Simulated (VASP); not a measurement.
# SiC5 (P6_3/mcm) in VASP: relaxation of shape and atoms at fixed volume with PBE

Aim: the relaxation of shape and atoms at fixed volume of SiC5 with PBE.

Everything below comes from runs of VASP 6.6.1. Logs are shortened: lines on timing, memory, paths and dates and some standing lists are left out, and cuts for length are marked.

## (1) The cell of the first run

The structure is hexagonal, space group P6_3/mcm (No. 193). The conventional cell has a = 4.695 Å, b = 4.695 Å, c = 7.829 Å, α = 90.00°, β = 90.00°, γ = 120.00°. Si (site symmetry -62m) has 3 C at 1.78 Å within 2.4 Å. Within 2.0 Å of C (site symmetry m2m) lie 2 C at 1.47 Å and 1 Si at 1.78 Å. Within 2.0 Å of C (site symmetry -6) lie 3 C at 1.47 Å.

## (2) Relaxation of shape and atoms at fixed volume, PBE (12.46 Å³/atom)

Input file INCAR:

```
PREC     = Accurate       # precision mode
ENCUT    = 600            # plane-wave cutoff, eV
EDIFF    = 1E-7           # SCF threshold, eV
ISMEAR   = 0              # smearing method
SIGMA    = 0.1            # smearing width, eV
LREAL    = False          # projectors in reciprocal space
LASPH    = True           # aspherical terms in the spheres
NELM     = 120            # most SCF steps
ALGO     = Normal         # electronic algorithm
ISIF     = 4              # what is computed and relaxed
LWAVE    = False          # write WAVECAR
LCHARG   = False          # write CHGCAR
GGA      = PE             # functional
IBRION   = 2              # ionic algorithm
NSW      = 50             # ionic steps
EDIFFG   = -0.01          # ionic threshold
GGA_COMPAT= False        
NELMIN   = 4
```

Input file KPOINTS:

```
regular mesh
0
Gamma
  12 12 4
```

Input file POSCAR:

```
SiC5
1.0
    4.6954864054      0.0000000000      0.0000000000
   -2.3477432027      4.0664105102      0.0000000000
    0.0000000000      0.0000000000      7.8287520119
Si C
2 10
Direct
    0.0000000000      0.0000000000      0.7500000000
    0.0000000000      0.0000000000      0.2500000000
    0.6198966783      0.0000000000      0.7500000000
    0.3333333333      0.6666666667      0.7500000000
    0.6666666667      0.3333333333      0.7500000000
    0.0000000000      0.6198966783      0.7500000000
    0.3801033217      0.3801033217      0.7500000000
    0.6198966783      0.6198966783      0.2500000000
    0.6666666667      0.3333333333      0.2500000000
    0.3333333333      0.6666666667      0.2500000000
    0.0000000000      0.3801033217      0.2500000000
    0.3801033217      0.0000000000      0.2500000000
```

Potentials or basis: VASP PAW PBE potentials, release 64 (Si, C).

Command:

```console
$ cat potpaw_PBE.64/Si/POTCAR potpaw_PBE.64/C/POTCAR > POTCAR
$ mpirun -np 1 vasp_std > vasp.out
```

OUTCAR:

```text
PREC = Accurate
   ENCUT = 600
   EDIFF = 1E-7
   ISMEAR = 0
   LREAL = False
   LASPH = True
   NELM = 120
   ISIF = 4
   GGA = PE
   IBRION = 2
   NSW = 50
   EDIFFG = -0.01
   NELMIN = 4

 ion  position               nearest neighbor table
   1  0.000  0.000  0.750-   6 1.78   7 1.78   3 1.78
   2  0.000  0.000  0.250-   8 1.78  11 1.78  12 1.78
   3  0.620  0.000  0.750-   5 1.47   4 1.47   1 1.78
   4  0.333  0.667  0.750-   6 1.47   3 1.47   7 1.47
   5  0.667  0.333  0.750-   3 1.47   6 1.47   7 1.47
   6  0.000  0.620  0.750-   4 1.47   5 1.47   1 1.78
   7  0.380  0.380  0.750-   4 1.47   5 1.47   1 1.78
   8  0.620  0.620  0.250-   9 1.47  10 1.47   2 1.78
   9  0.667  0.333  0.250-  11 1.47  12 1.47   8 1.47
  10  0.333  0.667  0.250-  12 1.47  11 1.47   8 1.47
  11  0.000  0.380  0.250-   9 1.47  10 1.47   2 1.78
  12  0.380  0.000  0.250-  10 1.47   9 1.47   2 1.78

  LATTYP: Found a hexagonal cell.
 ALAT       =     4.6954864054
 C/A-ratio  =     1.6672930845

  Lattice vectors:

 A1 = (   4.6954864054,   0.0000000000,   0.0000000000)
 A2 = (  -2.3477432027,   4.0664105102,   0.0000000000)
 A3 = (   0.0000000000,   0.0000000000,   7.8287520119)

Analysis of symmetry for initial positions (statically):
=====================================================================
 Subroutine PRICEL returns:
 Original cell was already a primitive cell.

 Routine SETGRP: Setting up the symmetry group for a
 hexagonal supercell.

 Subroutine GETGRP returns: Found 24 space group operations
 (whereof 12 operations were pure point group operations)
 out of a pool of 24 trial point group operations.

The static configuration has the point symmetry D_3d.
 The point group associated with its full space group is D_6h.

Analysis of symmetry for dynamics (positions and initial velocities):
=====================================================================
 Subroutine PRICEL returns:
 Original cell was already a primitive cell.

 Routine SETGRP: Setting up the symmetry group for a
 hexagonal supercell.

 Subroutine GETGRP returns: Found 24 space group operations
 (whereof 12 operations were pure point group operations)
 out of a pool of 24 trial point group operations.

The dynamic configuration has the point symmetry D_3d.
 The point group associated with its full space group is D_6h.

 Subroutine INISYM returns: Found 24 space group operations
 (whereof 12 operations are pure point group operations),
 and found     1 'primitive' translations

----------------------------------------------------------------------------------------

                                     Primitive cell

  volume of cell :     149.4804

  direct lattice vectors                    reciprocal lattice vectors
     4.695486405  0.000000000  0.000000000     0.212970481  0.122958565  0.000000000
    -2.347743203  4.066410510  0.000000000     0.000000000  0.245917129  0.000000000
     0.000000000  0.000000000  7.828752012     0.000000000  0.000000000  0.127734280

  length of vectors
     4.695486405  4.695486405  7.828752012     0.245917129  0.245917129  0.127734280

  position of ions in fractional coordinates (direct lattice)
     0.000000000  0.000000000  0.750000000
     0.000000000  0.000000000  0.250000000
     0.619896678  0.000000000  0.750000000
     0.333333333  0.666666667  0.750000000
     0.666666667  0.333333333  0.750000000
     0.000000000  0.619896678  0.750000000
     0.380103322  0.380103322  0.750000000
     0.619896678  0.619896678  0.250000000
     0.666666667  0.333333333  0.250000000
     0.333333333  0.666666667  0.250000000
     0.000000000  0.380103322  0.250000000
     0.380103322  0.000000000  0.250000000

  ion indices of the primitive-cell ions
   primitive index   ion index
                 1           1
                 2           2
                 3           3
                 4           4
                 5           5
                 6           6
                 7           7
                 8           8
                 9           9
                10          10
                11          11
                12          12

----------------------------------------------------------------------------------------

 KPOINTS: regular mesh

Automatic generation of k-mesh.
 Grid dimensions read from file:
 generate k-points for:   12   12    4

 Generating k-lattice:

  Cartesian coordinates                     Fractional coordinates (reciprocal lattice)
     0.017747540  0.010246547  0.000000000     0.083333333  0.000000000  0.000000000
     0.000000000  0.020493094  0.000000000     0.000000000  0.083333333  0.000000000
     0.000000000  0.000000000  0.031933570     0.000000000  0.000000000  0.250000000

  Length of vectors
     0.020493094  0.020493094  0.031933570

  Shift w.r.t. Gamma in fractional coordinates (k-lattice)
     0.000000000  0.000000000  0.000000000

 Subroutine IBZKPT returns following result:
 ===========================================

 Found     57 irreducible k-points:

 Following reciprocal coordinates:
            Coordinates               Weight
  0.000000  0.000000  0.000000      1.000000
  0.083333  0.000000  0.000000      6.000000
  0.166667 -0.000000  0.000000      6.000000
  0.250000  0.000000  0.000000      6.000000
  0.333333  0.000000  0.000000      6.000000
  0.416667 -0.000000  0.000000      6.000000
[... 16 lines left out ...]
  0.250000  0.000000  0.250000     12.000000
  0.333333  0.000000  0.250000     12.000000
 [... further k-points ...]
   k-points           NKPTS =     57   k-points in BZ     NKDIM =     57   number of bands    NBANDS=     31
   number of dos      NEDOS =    301   number of ions     NIONS =     12
   total plane-waves  NPLWV = 102400
   dimension x,y,z NGX =    40 NGY =   40 NGZ =   64
   dimension x,y,z NGXF=    80 NGYF=   80 NGZF=  128
   ions per type =               2  10
   NGX,Y,Z   is equivalent  to a cutoff of  14.16, 14.16, 13.59 a.u.
   NGXF,Y,Z  is equivalent  to a cutoff of  28.32, 28.32, 27.18 a.u.
 SYSTEM =  unknown system
   PREC   = accura    normal or accurate (medium, high low for compatibility)
   ISTART =      0    job   : 0-new  1-cont  2-samecut
   ICHARG =      2    charge: 1-file 2-atom 10-const
   ISPIN  =      1    spin polarized calculation?
   LNONCOLLINEAR =      F non collinear calculations
   LSORBIT =      F    spin-orbit coupling
   LASPH  =      T    aspherical Exc in radial PAW
   ENCUT  =  600.0 eV  44.10 Ry    6.64 a.u.   9.38  9.38 15.64*2*pi/ulx,y,z
   NELM   =    120;   NELMIN=  4; NELMDL= -5     # of ELM steps
   EDIFF  = 0.1E-06   stopping-criterion for ELM
   LREAL  =      F    real-space projection
   EDIFFG = -.1E-01   stopping-criterion for IOM
   NSW    =     50    number of steps for IOM
   IBRION =      2    ionic relax: 0-MD 1-quasi-New 2-CG
   NFREE  =      1    steps in history (QN), initial steepest desc. (CG)
   ISIF   =      4    stress and relaxation
   ISYM   =      2    0-nonsym 1-usesym 2-fastsym
   POTIM  = 0.5000    time-step for ionic-motion
   TEBEG  =    0.0;   TEEND  =   0.0 temperature during run
   PSTRESS=    0.0 pullay stress
   NELECT =      48.0000    total number of electrons
   NUPDOWN=      -1.0000    fix difference up-down
   EMIN   =  10.00;   EMAX   =-10.00  energy-range for DOS
   EFERMI =   0.00;   METHOD = LEGACY
   ISMEAR =     0;   SIGMA  =   0.10  broadening in eV -4-tet -1-fermi 0-gaus
   EFERMI_NEDOS =   21; number of points for ismear=-14 and -15
   IALGO  =     38    algorithm
   IMIX   =      4    mixing-type and parameters
     AMIX     =   0.40;   BMIX     =  1.00
     AMIX_MAG =   1.60;   BMIX_MAG =  1.00
  volume/ion in A,a.u.               =      12.46        84.06
  Fermi-wavevector in a.u.,A,eV,Ry     =   1.121056  2.118488 17.099333  1.256766
  Thomas-Fermi vector in A             =   2.257706
   LORBIT       =      0    0 simple, 1 ext, 2 COOP (PROOUT), +10 PAW based schemes
   GGA     = PE    functional components
   LHFCALC =     F    Hartree Fock is set to
   AEXX    =    0.0000 exact exchange contribution
   IVDW    =     0    specifies the selected vdW correction
   LEPSILON=     F    determine dielectric tensor
   LRPA    =     F    only Hartree local field effects (RPA)
 conjugate gradient relaxation of ions
 non-spin polarized calculation
 Gauss-broadening in eV      SIGMA  =   0.10
  energy-cutoff  :      600.00
  volume of cell :      149.48
 maximum number of plane-waves:      5032
 NGX is ok and might be reduce to    40
   NGX = 19   NGY = 19   NGZ = 31

--------------------------------------- Ionic step        1  -------------------------------------------

 number of electron      48.0000003 magnetization

 Free energy of the ion-electron system (eV)
  ---------------------------------------------------
  ext. energy  EPLUGINS =         0.00000000
  ---------------------------------------------------
  free energy    TOTEN  =       -98.43151364 eV

  energy without entropy =      -98.42977085  energy(sigma->0) =      -98.43064224

------------------------ aborting loop because EDIFF is reached ----------------------------------------

  FORCE on cell =-STRESS in cart. coord.  units (eV):
  Direction    XX          YY          ZZ          XY          YZ          ZX
  --------------------------------------------------------------------------------------
  -------------------------------------------------------------------------------------
  Total       -7.4193761     -7.4193761     -0.2798184     -0.0000000     -0.0000000      0.0000000
  in kB      -79.5231594    -79.5231594     -2.9991802     -0.0000000     -0.0000000      0.0000000
  external PRESSURE =     -54.0151664 kB  Pullay stress =       0.0000000 kB
[... 169 lines left out ...]
  energy  without entropy=      -98.4967755782  energy(sigma->0) =      -98.49768411

--------------------------------------- Ionic step        5  -------------------------------------------

 number of electron      48.0000004 magnetization

 Free energy of the ion-electron system (eV)
  ---------------------------------------------------
  ext. energy  EPLUGINS =         0.00000000
  ---------------------------------------------------
  free energy    TOTEN  =       -98.49874834 eV

  energy without entropy =      -98.49692739  energy(sigma->0) =      -98.49783787

 E-fermi :   3.3811     XC(G=0):  -9.0608

 val. band max:        3.3703874308   @ k =   0.0000   0.0000   0.5000
 cond. band min:       3.3893992601   @ k =   0.0000   0.0000   0.0000
 fundamental gap:      0.0190118293
 Fermi energy:         3.3811494362

 k-point     1 :       0.0000    0.0000    0.0000
  band No.  band energies     occupation
      1     -14.3430      2.00000
      2     -14.2557      2.00000
      3      -9.6113      2.00000
      4      -9.5689      2.00000
      5      -8.4893      2.00000
      6      -8.4893      2.00000
[... 805 lines left out ...]
     30       9.0243      0.00000
     31       9.5503      0.00000

 [... further k-points ...]

------------------------ aborting loop because EDIFF is reached ----------------------------------------

  FORCE on cell =-STRESS in cart. coord.  units (eV):
  Direction    XX          YY          ZZ          XY          YZ          ZX
  --------------------------------------------------------------------------------------
  -------------------------------------------------------------------------------------
  Total       -0.3052718     -0.3052718     -0.3006421     -0.0000000      0.0000000      0.0000000
  in kB       -3.2719970     -3.2719970     -3.2223750     -0.0000000      0.0000000      0.0000000
  external PRESSURE =      -3.2554563 kB  Pullay stress =       0.0000000 kB
[... 27 lines left out ...]
  FREE ENERGIE OF THE ION-ELECTRON SYSTEM (eV)
  ---------------------------------------------------
  free  energy   TOTEN  =       -98.4987483401 eV

  energy  without entropy=      -98.4969273937  energy(sigma->0) =      -98.49783787

 reached required accuracy - stopping structural energy minimisation
```

It took 9 min on 1 thread of Intel Xeon 6975P-C (Granite Rapids), shared host; peak memory 0.47 GiB.

What came out:

```
Free energy               : -98.4987 eV
Energy gained by relaxing : 5.6 meV/atom
Ionic steps               : 5
Pressure after relaxing   : -0.3 GPa
Band gap on the k mesh    : zero (bands 24 and 25 overlap by 0.02 eV)
```

Step by step:
| step | energy change (eV) | largest force (eV/Å) | pressure (GPa) | volume (Å³) |
| --- | --- | --- | --- | --- |
| 1 | 0.0000 | 0.0424 | -5.40 | 149.48 |
| 2 | -0.0671 | 0.0467 | -0.20 | 149.48 |
| 3 | -0.0671 | 0.0441 | -0.34 | 149.48 |
| 4 | -0.0671 | 0.0469 | -0.31 | 149.48 |
| 5 | -0.0672 | 0.0007 | -0.33 | 149.48 |

Final structure:
```
Si C
1.0
     4.65200    0.00000    0.00000
    -2.32600    4.02875    0.00000
     0.00000    0.00000    7.97579
Si C
2 10
Direct
  0.00000 0.00000 0.75000
  0.00000 0.00000 0.25000
  0.62010 0.00000 0.75000
  0.33333 0.66667 0.75000
  0.66667 0.33333 0.75000
  0.00000 0.62010 0.75000
  0.37990 0.37990 0.75000
  0.62010 0.62010 0.25000
  0.66667 0.33333 0.25000
  0.33333 0.66667 0.25000
  0.00000 0.37990 0.25000
  0.37990 0.00000 0.25000
```

Caveat: semilocal functionals underestimate gaps, so a narrow gap can read as zero.
